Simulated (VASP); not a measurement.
Wanted: the native input for a VASP 6.6.1 run.

```yaml
Task: single point
Functional: LDA
Potentials_or_basis: VASP PAW LDA potentials, release 64 (Pt)
Cutoff: 520 eV
k_mesh: 12 × 12 × 12
Occupations: fermi-dirac, width 0.05 eV
Spin: no spin polarisation
Dipole_correction: no
Further_INCAR_settings: ALGO = Normal; EDIFF = 1e-06; NBANDS = 11
```

The structure of Pt lies in POSCAR:

```
Pt
1.0
    0.0000000000      1.9343981026      1.9343981026
    1.9343981026      0.0000000000      1.9343981026
    1.9343981026      1.9343981026      0.0000000000
Pt
1
Direct
    0.0000000000      0.0000000000      0.0000000000
```

This cell differs from its parent crystal: volume scaled by 0.96.

These files were run (other wordings do the same):

INCAR

```
ALGO     = Normal         # electronic algorithm
EDIFF    = 1E-6           # SCF threshold, eV
ENCUT    = 520            # plane-wave cutoff, eV
ISIF     = 2              # what is computed and relaxed
ISMEAR   = -1             # smearing method
LASPH    = True           # aspherical terms in the spheres
LCHARG   = False          # write CHGCAR
LREAL    = False          # projectors in reciprocal space
LWAVE    = False          # write WAVECAR
NBANDS   = 11             # bands
NELM     = 100            # most SCF steps
PREC     = Accurate       # precision mode
SIGMA    = 0.05           # smearing width, eV
```

KPOINTS

```
k-points
0
Gamma
  12 12 12
```

Potentials or basis: VASP PAW LDA potentials, release 64 (Pt).

Command:

```console
$ cat potpaw_LDA.64/Pt/POTCAR > POTCAR
$ mpirun -np 1 vasp_std > vasp.out
```

Results of the run:

```yaml
Pressure: 7.3 GPa
Band_gap_on_the_k_mesh: zero (band 5 reaches 12.51 eV, above the bottom of band 6 at 10.11 eV)
```

Caveat: spin-orbit coupling is left out, which moves the levels of the heavy elements.

It took 10 s on 1 thread of Intel(R) Xeon(R) Platinum 8259CL CPU @ 2.50GHz (Skylake/Cascade Lake), on a shared host, peak memory 0.12 GiB.
